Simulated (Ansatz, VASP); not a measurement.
Two plane-wave programs on C

```
C
1.0
     2.48936    0.00000    0.00000
    -1.24468    2.15585    0.00000
     0.00000    0.00000    4.22300
C
4
Direct
  0.33333 0.66667 0.99980
  0.66667 0.33333 0.49980
  0.33333 0.66667 0.37420
  0.66667 0.33333 0.87420
```

Change from the starting cell: strained cell.

Alike in both runs: task relaxation of the atoms; functional PBEsol; k mesh 9 × 9 × 6; occupations gaussian, width 0.02 eV; no spin polarisation.

|  | VASP | Ansatz |
| --- | --- | --- |
| version | VASP 6.6.1 | Ansatz 0.2.0 |
| potentials or method | VASP PAW PBE potentials, release 64 (C), cutoff 520 eV | scalar-relativistic, plane waves, PAW |
| valence electrons in the cell | 16 | 16 |

|  | VASP | Ansatz | Ansatz less VASP |
| --- | --- | --- | --- |
| gap on the k mesh at the Fermi level, each at its own relaxed structure (eV) | 3.04 | 3.07 | +0.027 |

VASP's potentials were made for PBE, not for PBEsol, and Ansatz warns of the same on its side. Ansatz's warnings: stress scf threshold loose.
